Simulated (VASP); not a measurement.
# Ag in VASP: single point with r2SCAN

Aim: the single point of Ag with r2SCAN.

Program: VASP 6.6.1. These are calculated values, not measurements. Logs are shortened: lines on timing, memory, paths and dates and some standing lists are left out, and cuts for length are marked.

### 1 The cell of the first run

The cell holds a slab with vacuum, 9 atoms: a = 4.911 Å, b = 4.911 Å, c = 21.639 Å, α = 90.00°, β = 90.00°, γ = 120.00°.

### 2 Single point, r2SCAN

POSCAR

```
Ag
1.0
    4.9112981539      0.0000000000      0.0000000000
   -2.4556490770      4.2533089668      0.0000000000
    0.0000000000      0.0000000000     21.6390684089
Ag
9
Direct
    0.3333330000      0.6666666667      0.3234889722
    0.0000003333      0.0000003333      0.3234889722
    0.6666666667      0.3333330000      0.3234889722
    0.3332229048      0.3332229048      0.4345273550
    1.0001104286      0.6666666667      0.4345273550
    0.6666666667      0.0001104286      0.4345273550
    0.3333333333      0.0000000000      0.5456682002
    1.0000000000      0.3333333333      0.5456682002
    0.6666666667      0.6666666667      0.5453285846
```

INCAR.step1

```
SYSTEM = Ag
PREC     = Accurate       ! precision mode
ENCUT    = 440            ! plane-wave cutoff, eV
ISMEAR   = 1              ! smearing method
SIGMA    = 0.1            ! smearing width, eV
LREAL    = .False.        ! projectors in reciprocal space
LASPH    = .True.         ! aspherical terms in the spheres
NELM     = 120            ! most SCF steps
LDIPOL   = .True.       
IDIPOL   = 3            
DIPOL    = 0.5 0.5 0.435
NBANDS   = 60             ! bands
GGA      = PE             ! functional
ALGO     = Normal         ! electronic algorithm
EDIFF    = 1E-5           ! SCF threshold, eV
LWAVE    = .True.         ! write WAVECAR
LCHARG   = .False.        ! write CHGCAR
GGA_COMPAT= .False.      
NELMDL   = -8
```

INCAR.step2

```
SYSTEM = Ag
PREC     = Accurate       ! precision mode
ENCUT    = 440            ! plane-wave cutoff, eV
EDIFF    = 1E-6           ! SCF threshold, eV
ISMEAR   = 1              ! smearing method
SIGMA    = 0.1            ! smearing width, eV
LREAL    = .False.        ! projectors in reciprocal space
LASPH    = .True.         ! aspherical terms in the spheres
NELM     = 120            ! most SCF steps
ALGO     = Normal         ! electronic algorithm
ISIF     = 2              ! what is computed and relaxed
LWAVE    = .False.        ! write WAVECAR
LCHARG   = .False.        ! write CHGCAR
LDIPOL   = .True.       
IDIPOL   = 3            
DIPOL    = 0.5 0.5 0.435
METAGGA  = R2SCAN         ! meta-GGA
LMIXTAU  = .True.       
NBANDS   = 60             ! bands
ISTART   = 1            
GGA_COMPAT= .False.
```

KPOINTS

```
regular mesh
0
Gamma
  9 9 1
  0 0 0
```

Potentials or basis: VASP PAW PBE potentials, release 64 (Ag).

The run is started by

```
> cat potpaw_PBE.64/Ag/POTCAR > POTCAR
> cp INCAR.step1 INCAR
> mpirun -np 1 vasp_std > vasp.out
> cp INCAR.step2 INCAR
> mpirun -np 1 vasp_std > vasp.out
```

OUTCAR:

```text
SYSTEM = Ag
   PREC = Accurate
   ENCUT = 440
   EDIFF = 1E-6
   ISMEAR = 1
   LREAL = .False.
   LASPH = .True.
   NELM = 120
   ISIF = 2
   METAGGA = R2SCAN
   ISTART = 1

 ion  position               nearest neighbor table
   1  0.333  0.667  0.323-   3 2.84   3 2.84   2 2.84   2 2.84   2 2.84   3 2.84   5 2.91   6 2.91
                             4 2.91
   2  0.000  0.000  0.323-   1 2.84   3 2.84   1 2.84   3 2.84   3 2.84   1 2.84   4 2.91   5 2.91
                             6 2.91
   3  0.667  0.333  0.323-   1 2.84   1 2.84   2 2.84   2 2.84   2 2.84   1 2.84   6 2.91   5 2.91
                             4 2.91
   4  0.333  0.333  0.435-   5 2.84   6 2.84   5 2.84   6 2.84   6 2.84   5 2.84   9 2.90   2 2.91
                             1 2.91   3 2.91   7 2.91   8 2.91
   5  0.000  0.667  0.435-   6 2.84   4 2.84   6 2.84   4 2.84   4 2.84   6 2.84   9 2.90   1 2.91
                             2 2.91   3 2.91   7 2.91   8 2.91
   6  0.667  0.000  0.435-   5 2.84   5 2.84   4 2.84   4 2.84   4 2.84   5 2.84   9 2.90   3 2.91
                             2 2.91   1 2.91   8 2.91   7 2.91
   7  0.333  0.000  0.546-   8 2.84   8 2.84   8 2.84   9 2.84   9 2.84   9 2.84   5 2.91   4 2.91
                             6 2.91
   8  0.000  0.333  0.546-   7 2.84   7 2.84   7 2.84   9 2.84   9 2.84   9 2.84   6 2.91   4 2.91
                             5 2.91
   9  0.667  0.667  0.545-   8 2.84   7 2.84   7 2.84   8 2.84   7 2.84   8 2.84   4 2.90   6 2.90
                             5 2.90

  LATTYP: Found a hexagonal cell.
 ALAT       =     4.9112981539
 C/A-ratio  =     4.4059773467

  Lattice vectors:

 A1 = (   4.9112981539,   0.0000000000,   0.0000000000)
 A2 = (  -2.4556490770,   4.2533089668,   0.0000000000)
 A3 = (   0.0000000000,   0.0000000000,  21.6390684089)

Analysis of symmetry for initial positions (statically):
=====================================================================
 Subroutine PRICEL returns:
 Original cell was already a primitive cell.

 Routine SETGRP: Setting up the symmetry group for a
 hexagonal supercell.

 Subroutine GETGRP returns: Found  6 space group operations
 (whereof  2 operations were pure point group operations)
 out of a pool of 24 trial point group operations.

The static configuration has the point symmetry C_1h.
 The point group associated with its full space group is C_3v.

Analysis of symmetry for dynamics (positions and initial velocities):
=====================================================================
 Subroutine PRICEL returns:
[... 127 lines left out ...]
   EFERMI_NEDOS =   21; number of points for ismear=-14 and -15
   IALGO  =     38    algorithm
   IMIX   =      4    mixing-type and parameters
     AMIX     =   0.40;   BMIX     =  1.00
     AMIX_MAG =   1.60;   BMIX_MAG =  1.00
  volume/ion in A,a.u.               =      50.22       338.93
  Fermi-wavevector in a.u.,A,eV,Ry     =   0.986808  1.864797 13.249216  0.973790
  Thomas-Fermi vector in A             =   2.118216
   LORBIT       =      0    0 simple, 1 ext, 2 COOP (PROOUT), +10 PAW based schemes
   METAGGA = R2SCAN    functional components
   LHFCALC =     F    Hartree Fock is set to
   AEXX    =    0.0000 exact exchange contribution
   IVDW    =     0    specifies the selected vdW correction
   LEPSILON=     F    determine dielectric tensor
   LRPA    =     F    only Hartree local field effects (RPA)
 non-spin polarized calculation
 Methfessel and Paxton  Order N= 1 SIGMA  =   0.10
  energy-cutoff  :      440.00
  volume of cell :      452.02
 maximum number of plane-waves:      9525
 NGX is ok and might be reduce to    36
   NGX = 17   NGY = 17   NGZ = 75

 dipolmoment           0.000000      0.000000      0.000028 electrons x Angstroem

 number of electron      99.0000017 magnetization

 dipolmoment           0.000000      0.000000     -0.000005 electrons x Angstroem

 Free energy of the ion-electron system (eV)
  ---------------------------------------------------
  ext. energy  EPLUGINS =         0.00000000
  ---------------------------------------------------
  free energy    TOTEN  =      -189.77696707 eV

  energy without entropy =     -189.77724207  energy(sigma->0) =     -189.77705874

 E-fermi :  -0.1401     XC(G=0):  -5.0454

 val. band max:       -0.1525809559   @ k =   0.3333   0.1111   0.0000
 cond. band min:      -0.0310259874   @ k =   0.3333   0.0000   0.0000
 fundamental gap:      0.1215549685
 Fermi energy:        -0.1400916197

 k-point     1 :       0.0000    0.0000    0.0000
  band No.  band energies     occupation
      1      -7.6025      2.00000
      2      -6.7973      2.00000
      3      -6.6439      2.00000
      4      -5.9558      2.00000
      5      -5.9557      2.00000
      6      -5.9557      2.00000
[... 745 lines left out ...]
     59       6.5576      0.00000
     60       6.5620      0.00000

------------------------ aborting loop because EDIFF is reached ----------------------------------------

 vacuum level on the upper side and lower side of the slab       (xc-potential included)         0.017         0.021

  FORCE on cell =-STRESS in cart. coord.  units (eV):
  Direction    XX          YY          ZZ          XY          YZ          ZX
  --------------------------------------------------------------------------------------
  -------------------------------------------------------------------------------------
  Total        1.2133787      1.2133787      0.0880396     -0.0000000      0.0000000      0.0000000
  in kB        4.3007597      4.3007597      0.3120521     -0.0000000      0.0000000      0.0000000
  external PRESSURE =       2.9711905 kB  Pullay stress =       0.0000000 kB

 VOLUME and BASIS-vectors are now :
 -----------------------------------------------------------------------------
  energy-cutoff  :      440.00
  volume of cell :      452.02
      direct lattice vectors                 reciprocal lattice vectors
     4.911298154  0.000000000  0.000000000     0.203612155  0.117555532  0.000000000
    -2.455649077  4.253308967  0.000000000     0.000000000  0.235111065  0.000000000
     0.000000000  0.000000000 21.639068409     0.000000000  0.000000000  0.046212710

 POSITION                                       TOTAL-FORCE (eV/Angst)
 -----------------------------------------------------------------------------------
     -0.00000      2.83554      7.00000         0.000366     -0.000000     -0.008920
      0.00000      0.00000      7.00000        -0.000183     -0.000317     -0.008920
      2.45565      1.41777      7.00000        -0.000183      0.000317     -0.008920
      0.81828      1.41730      9.40277         0.000168      0.000291     -0.000340
     -1.63656      2.83554      9.40277        -0.000336     -0.000000     -0.000340
      3.27393      0.00047      9.40277         0.000168     -0.000291     -0.000340
      1.63710      0.00000     11.80775         0.000000     -0.000000      0.003385
     -0.81855      1.41777     11.80775         0.000000     -0.000000      0.003385
      1.63710      2.83554     11.80040         0.000000     -0.000000      0.021012
 -----------------------------------------------------------------------------------
    total drift:                               -0.000001     -0.000001     -0.001236

  FREE ENERGIE OF THE ION-ELECTRON SYSTEM (eV)
  ---------------------------------------------------
  free  energy   TOTEN  =      -189.7769670738 eV

  energy  without entropy=     -189.7772420729  energy(sigma->0) =     -189.77705874

 vacuum level on the upper side and lower side of the slab         4.459         4.464
```

OUTCAR.step1:

```text
SYSTEM = Ag
   PREC = Accurate
   ENCUT = 440
   ISMEAR = 1
   LREAL = .False.
   LASPH = .True.
   NELM = 120
   GGA = PE
[... 1008 lines left out ...]
     -0.81855      1.41777     11.80775        -0.000000     -0.000000      0.139241
      1.63710      2.83554     11.80040        -0.000000      0.000000      0.156666
 -----------------------------------------------------------------------------------
    total drift:                               -0.000000     -0.000000      0.000122

  FREE ENERGIE OF THE ION-ELECTRON SYSTEM (eV)
  ---------------------------------------------------
  free  energy   TOTEN  =       -22.3728748299 eV

  energy  without entropy=      -22.3729723927  energy(sigma->0) =      -22.37290735

 vacuum level on the upper side and lower side of the slab         4.167         4.168
```

OSZICAR.step1:

```text
N       E                     dE             d eps       ncg     rms          rms(c)
DAV:   1     0.582954618340E+03    0.58295E+03   -0.41026E+04  1440   0.123E+03
DAV:   2    -0.147828876571E+01   -0.58443E+03   -0.55260E+03  1620   0.281E+02
DAV:   3    -0.239352837678E+02   -0.22457E+02   -0.22071E+02  1568   0.541E+01
DAV:   4    -0.242666635256E+02   -0.33138E+00   -0.33054E+00  1700   0.677E+00
[... 11 lines left out ...]
DAV:  16    -0.223726367666E+02   -0.80053E-04   -0.53615E-05  1336   0.255E-02    0.716E-03
DAV:  17    -0.223727177604E+02   -0.80994E-04   -0.16369E-05   912   0.350E-02    0.571E-03
DAV:  18    -0.223728100356E+02   -0.92275E-04   -0.10143E-05   904   0.198E-02    0.221E-03
DAV:  19    -0.223728652767E+02   -0.55241E-04   -0.44049E-06   936   0.566E-03    0.112E-03
DAV:  20    -0.223728748299E+02   -0.95532E-05   -0.48627E-07   896   0.177E-03
   1 F= -.22372875E+02 E0= -.22372907E+02  d E =0.975629E-04
```

Run time: 39 min. Hardware: 1 thread of Intel Xeon 8259CL, shared host; peak memory 0.58 GiB.

What came out:

* Free energy: -189.7770 eV
* Largest force: 0.021 eV/Å
* Band gap on the k mesh: zero (an odd number of electrons rules out a gap without spin polarisation)

Forces on the atoms (eV/Å):
```
Ag   0.000  0.000 -0.009
Ag   0.000  0.000 -0.009
Ag   0.000  0.000 -0.009
Ag   0.000  0.000  0.000
Ag   0.000  0.000  0.000
Ag   0.000  0.000  0.000
Ag   0.000  0.000  0.003
Ag   0.000  0.000  0.003
Ag   0.000  0.000  0.021
```

Caveat: the PAW data sets were made with another functional, which shifts forces and pressure a little.

The gap in the log of VASP goes by the Fermi energy; the results here count the filled bands.